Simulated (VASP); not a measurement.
# Sc (P6/mmm) in VASP: a series of runs, part 2 of 3

VASP 6.6.1. Earlier steps stand in the parts before.

### 3 Single point, PBE (20.57 Å³/atom)

Contents of INCAR:

```
SYSTEM = Sc
PREC     = Accurate       ! precision mode
ENCUT    = 520            ! plane-wave cutoff, eV
EDIFF    = 1E-6           ! SCF threshold, eV
ISMEAR   = -1             ! smearing method
SIGMA    = 0.05           ! smearing width, eV
LREAL    = .FALSE.        ! projectors in reciprocal space
LASPH    = .TRUE.         ! aspherical terms in the spheres
NELM     = 100            ! most SCF steps
ALGO     = Normal         ! electronic algorithm
ISIF     = 2              ! what is computed and relaxed
LWAVE    = .FALSE.        ! write WAVECAR
LCHARG   = .TRUE.         ! write CHGCAR
GGA      = PE             ! functional
LELF     = .TRUE.         ! ELF
LVHAR    = .TRUE.       
NBANDS   = 24             ! bands
```

Contents of KPOINTS:

```
Automatic mesh
0
G
  8 8 11
  0 0 0
```

Contents of POSCAR:

```
Sc
1.0
    4.8365697325      0.0000000000      0.0000000000
   -2.4182848662      4.1885922555      0.0000000000
    0.0000000000      0.0000000000      3.0459062202
Sc
3
Direct
    0.0000000000      0.0000000000      0.0000000000
    0.3333333333      0.6666666667      0.5000000000
    0.6666666667      0.3333333333      0.5000000000
```

Potentials or basis: VASP PAW PBE potentials, release 64 (Sc_sv).

The run is started by

```bash
$ cat potpaw_PBE.64/Sc_sv/POTCAR > POTCAR
$ mpirun -np 1 vasp_std > vasp.out
```

OUTCAR:

```text
SYSTEM = Sc
   PREC = Accurate
   ENCUT = 520
   EDIFF = 1E-6
   ISMEAR = -1
   LREAL = .FALSE.
   LASPH = .TRUE.
   NELM = 100
   ISIF = 2
   GGA = PE

 ion  position               nearest neighbor table
   1  0.000  0.000  0.000-   2 3.18   3 3.18   2 3.18   3 3.18   2 3.18   2 3.18   3 3.18   3 3.18
                             3 3.18   3 3.18   2 3.18   2 3.18
   2  0.333  0.667  0.500-   3 2.79   3 2.79   3 2.79   1 3.18   1 3.18   1 3.18   1 3.18   1 3.18
                             1 3.18
   3  0.667  0.333  0.500-   2 2.79   2 2.79   2 2.79   1 3.18   1 3.18   1 3.18   1 3.18   1 3.18
                             1 3.18

  LATTYP: Found a hexagonal cell.
 ALAT       =     4.8365697325
 C/A-ratio  =     0.6297658028

  Lattice vectors:

 A1 = (   4.8365697325,   0.0000000000,   0.0000000000)
 A2 = (  -2.4182848662,   4.1885922555,   0.0000000000)
 A3 = (   0.0000000000,   0.0000000000,   3.0459062202)

Analysis of symmetry for initial positions (statically):
=====================================================================
 Subroutine PRICEL returns:
 Original cell was already a primitive cell.

 Routine SETGRP: Setting up the symmetry group for a
 hexagonal supercell.

 Subroutine GETGRP returns: Found 24 space group operations
 (whereof 24 operations were pure point group operations)
 out of a pool of 24 trial point group operations.

The static configuration has the point symmetry D_6h.

Analysis of symmetry for dynamics (positions and initial velocities):
=====================================================================
 Subroutine PRICEL returns:
 Original cell was already a primitive cell.

 Routine SETGRP: Setting up the symmetry group for a
 hexagonal supercell.

 Subroutine GETGRP returns: Found 24 space group operations
 (whereof 24 operations were pure point group operations)
 out of a pool of 24 trial point group operations.

The dynamic configuration has the point symmetry D_6h.

 Subroutine INISYM returns: Found 24 space group operations
 (whereof 24 operations are pure point group operations),
 and found     1 'primitive' translations

----------------------------------------------------------------------------------------

                                     Primitive cell

  volume of cell :      61.7052

  direct lattice vectors                    reciprocal lattice vectors
     4.836569733  0.000000000  0.000000000     0.206758107  0.119371848  0.000000000
    -2.418284866  4.188592255  0.000000000     0.000000000  0.238743697  0.000000000
     0.000000000  0.000000000  3.045906220     0.000000000  0.000000000  0.328309517

  length of vectors
     4.836569733  4.836569732  3.045906220     0.238743697  0.238743697  0.328309517

  position of ions in fractional coordinates (direct lattice)
     0.000000000  0.000000000  0.000000000
     0.333333333  0.666666667  0.500000000
     0.666666667  0.333333333  0.500000000

  ion indices of the primitive-cell ions
   primitive index   ion index
                 1           1
                 2           2
                 3           3

----------------------------------------------------------------------------------------

 KPOINTS: Automatic mesh

Automatic generation of k-mesh.
 Grid dimensions read from file:
 generate k-points for:    8    8   11

 Generating k-lattice:

  Cartesian coordinates                     Fractional coordinates (reciprocal lattice)
     0.025844763  0.014921481  0.000000000     0.125000000  0.000000000  0.000000000
     0.000000000  0.029842962  0.000000000     0.000000000  0.125000000  0.000000000
     0.000000000  0.000000000  0.029846320     0.000000000  0.000000000  0.090909091

  Length of vectors
     0.029842962  0.029842962  0.029846320

  Shift w.r.t. Gamma in fractional coordinates (k-lattice)
     0.000000000  0.000000000  0.000000000

 Subroutine IBZKPT returns following result:
 ===========================================

 Found     60 irreducible k-points:

 Following reciprocal coordinates:
            Coordinates               Weight
  0.000000  0.000000  0.000000      1.000000
  0.125000 -0.000000  0.000000      6.000000
  0.250000 -0.000000  0.000000      6.000000
  0.375000  0.000000  0.000000      6.000000
  0.500000 -0.000000  0.000000      3.000000
  0.125000  0.125000  0.000000      6.000000
[... 16 lines left out ...]
  0.250000 -0.000000  0.181818     12.000000
  0.375000  0.000000  0.181818     12.000000
 [... further k-points ...]
   k-points           NKPTS =     60   k-points in BZ     NKDIM =     60   number of bands    NBANDS=     24
   number of dos      NEDOS =    301   number of ions     NIONS =      3
   total plane-waves  NPLWV =  31104
   dimension x,y,z NGX =    36 NGY =   36 NGZ =   24
   dimension x,y,z NGXF=    72 NGYF=   72 NGZF=   48
   ions per type =               3
   NGX,Y,Z   is equivalent  to a cutoff of  12.37, 12.37, 13.10 a.u.
   NGXF,Y,Z  is equivalent  to a cutoff of  24.75, 24.75, 26.20 a.u.
 SYSTEM =  Sc
   PREC   = accura    normal or accurate (medium, high low for compatibility)
   ISTART =      0    job   : 0-new  1-cont  2-samecut
   ICHARG =      2    charge: 1-file 2-atom 10-const
   ISPIN  =      1    spin polarized calculation?
   LNONCOLLINEAR =      F non collinear calculations
   LSORBIT =      F    spin-orbit coupling
   LASPH  =      T    aspherical Exc in radial PAW
   ENCUT  =  520.0 eV  38.22 Ry    6.18 a.u.   8.99  8.99  5.66*2*pi/ulx,y,z
   NELM   =    100;   NELMIN=  2; NELMDL= -5     # of ELM steps
   EDIFF  = 0.1E-05   stopping-criterion for ELM
   LREAL  =      F    real-space projection
[... 7 lines left out ...]
   TEBEG  =    0.0;   TEEND  =   0.0 temperature during run
   PSTRESS=    0.0 pullay stress
   NELECT =      33.0000    total number of electrons
   NUPDOWN=      -1.0000    fix difference up-down
   EMIN   =  10.00;   EMAX   =-10.00  energy-range for DOS
   EFERMI =   0.00;   METHOD = LEGACY
   ISMEAR =    -1;   SIGMA  =   0.05  broadening in eV -4-tet -1-fermi 0-gaus
   EFERMI_NEDOS =   21; number of points for ismear=-14 and -15
   IALGO  =     38    algorithm
   IMIX   =      4    mixing-type and parameters
     AMIX     =   0.40;   BMIX     =  1.00
     AMIX_MAG =   1.60;   BMIX_MAG =  1.00
  volume/ion in A,a.u.               =      20.57       138.80
  Fermi-wavevector in a.u.,A,eV,Ry     =   1.328838  2.511140 24.025319  1.765811
  Thomas-Fermi vector in A             =   2.458046
   LORBIT       =      0    0 simple, 1 ext, 2 COOP (PROOUT), +10 PAW based schemes
   GGA     = PE    functional components
   LHFCALC =     F    Hartree Fock is set to
   AEXX    =    0.0000 exact exchange contribution
   IVDW    =     0    specifies the selected vdW correction
   LEPSILON=     F    determine dielectric tensor
   LRPA    =     F    only Hartree local field effects (RPA)
 non-spin polarized calculation
  energy-cutoff  :      520.00
  volume of cell :       61.71
 maximum number of plane-waves:      1685
 NGX is ok and might be reduce to    36
   NGX = 17   NGY = 17   NGZ = 11

 number of electron      33.0000001 magnetization

 Free energy of the ion-electron system (eV)
  ---------------------------------------------------
  ext. energy  EPLUGINS =         0.00000000
  ---------------------------------------------------
  free energy    TOTEN  =       -18.18694168 eV

  energy without entropy =      -18.14141283  energy(sigma->0) =      -18.16417725

 E-fermi :   4.7345     XC(G=0): -10.6239

 val. band max:        4.7245441170   @ k =   0.0000   0.0000   0.0909
 cond. band min:       4.7356071793   @ k =   0.2500   0.1250   0.3636
 fundamental gap:      0.0110630623
 Fermi energy:         4.7345321826

 k-point     1 :       0.0000    0.0000    0.0000
  band No.  band energies     occupation
      1     -44.2316      2.00000
      2     -44.0562      2.00000
      3     -44.0256      2.00000
      4     -23.1108      2.00000
      5     -23.1108      2.00000
      6     -22.8788      2.00000
[... 16 lines left out ...]
     23       7.5201      0.00000
     24       7.5238      0.00000
[... 598 lines left out ...]
      2     -44.0702      2.00000
      3     -44.0498      2.00000
      4     -23.2088      2.00000
      5     -23.0416      2.00000
      6     -22.8211      2.00000
[... 16 lines left out ...]
     23       7.3841      0.00000
     24       7.9654      0.00000

 [... further k-points ...]

------------------------ aborting loop because EDIFF is reached ----------------------------------------

  FORCE on cell =-STRESS in cart. coord.  units (eV):
  Direction    XX          YY          ZZ          XY          YZ          ZX
  --------------------------------------------------------------------------------------
  -------------------------------------------------------------------------------------
  Total        4.7660609      4.7660609      4.7473353      0.0000000     -0.0000000      0.0000000
  in kB      123.7508240    123.7508240    123.2646157      0.0000000     -0.0000000      0.0000000
  external PRESSURE =     123.5887546 kB  Pullay stress =       0.0000000 kB

 VOLUME and BASIS-vectors are now :
 -----------------------------------------------------------------------------
  energy-cutoff  :      520.00
  volume of cell :       61.71
      direct lattice vectors                 reciprocal lattice vectors
     4.836569733  0.000000000  0.000000000     0.206758107  0.119371848  0.000000000
    -2.418284866  4.188592255  0.000000000     0.000000000  0.238743697  0.000000000
     0.000000000  0.000000000  3.045906220     0.000000000  0.000000000  0.328309517

 POSITION                                       TOTAL-FORCE (eV/Angst)
 -----------------------------------------------------------------------------------
      0.00000      0.00000      0.00000        -0.000000      0.000000      0.000000
     -0.00000      2.79239      1.52295         0.000000      0.000000     -0.000000
      2.41828      1.39620      1.52295        -0.000000     -0.000000      0.000000
 -----------------------------------------------------------------------------------
    total drift:                                0.000000      0.000000     -0.000000

  FREE ENERGIE OF THE ION-ELECTRON SYSTEM (eV)
  ---------------------------------------------------
  free  energy   TOTEN  =       -18.1869416786 eV

  energy  without entropy=      -18.1414128313  energy(sigma->0) =      -18.16417725
```

Wall time 2 min (1 thread of Intel Xeon 8259CL, shared host); peak memory 0.22 GiB.

What came out:

```
Free energy            : -18.1869 eV
Pressure               : 12.4 GPa
Band gap on the k mesh : zero (an odd number of electrons rules out a gap without spin polarisation)
```

Caveat: the cell stands under pressure.

[end of part 2 of 3]
